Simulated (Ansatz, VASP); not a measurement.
**Two plane-wave programs on HfC**

The input INCAR:

```
PREC     = Accurate       # precision mode
ENCUT    = 520            # plane-wave cutoff, eV
EDIFF    = 1E-7           # SCF threshold, eV
ISMEAR   = 1              # smearing method
SIGMA    = 0.1            # smearing width, eV
LREAL    = F              # projectors in reciprocal space
LASPH    = T              # aspherical terms in the spheres
NELM     = 60             # most SCF steps
ALGO     = Normal         # electronic algorithm
ISIF     = 2              # what is computed and relaxed
LWAVE    = F              # write WAVECAR
LCHARG   = F              # write CHGCAR
GGA      = PE             # functional
NBANDS   = 14             # bands
```

The input KPOINTS:

```
regular mesh
0
Gamma
  13 13 13
```

POSCAR

```
HfC
1.0
    0.0000000000      2.3250000000      2.3250000000
    2.3250000000      0.0000000000      2.3250000000
    2.3250000000      2.3250000000      0.0000000000
Hf C
1 1
Direct
    0.5000000000      0.5000000000      0.5000000000
    0.0000000000      0.0000000000      0.0000000000
```

Input for Ansatz:

```yaml
crystal:
  lattice:
    - [0.0, 2.325, 2.325]
    - [2.325, 0.0, 2.325]
    - [2.325, 2.325, 0.0]
  atoms:
    - { symbol: Hf, position: [0.5, 0.5, 0.5] }
    - { symbol: C, position: [0.0, 0.0, 0.0] }
basis:
  ecutwfc: 520.0
kpoints:
  mp_grid:
    grid: [13, 13, 13]
hamiltonian:
  xc: pbe
scf:
  occupations:
    method: cold
    width: 0.1
output:
  stress: true
```

Alike in both runs: task single point; functional PBE; k mesh 13 × 13 × 13; no spin polarisation.

|  | VASP | Ansatz |
| --- | --- | --- |
| version | VASP 6.6.1 | Ansatz 0.2.0 |
| potentials or method | VASP PAW PBE potentials, release 64 (Hf_pv, C), cutoff 520 eV | plane waves, PAW |
| occupations | methfessel-paxton of order 1, width 0.1 eV | cold, width 0.1 eV |
| valence electrons in the cell | 14 | 30 |

|  | VASP | Ansatz | Ansatz less VASP |
| --- | --- | --- | --- |
| pressure (GPa) | -0.5 | 0.2 | +0.62 |

VASP's potentials hold 14 valence electrons a cell and Ansatz's 30, so a difference there can come from the potentials and not from the codes.

Spin-orbit coupling is off throughout.
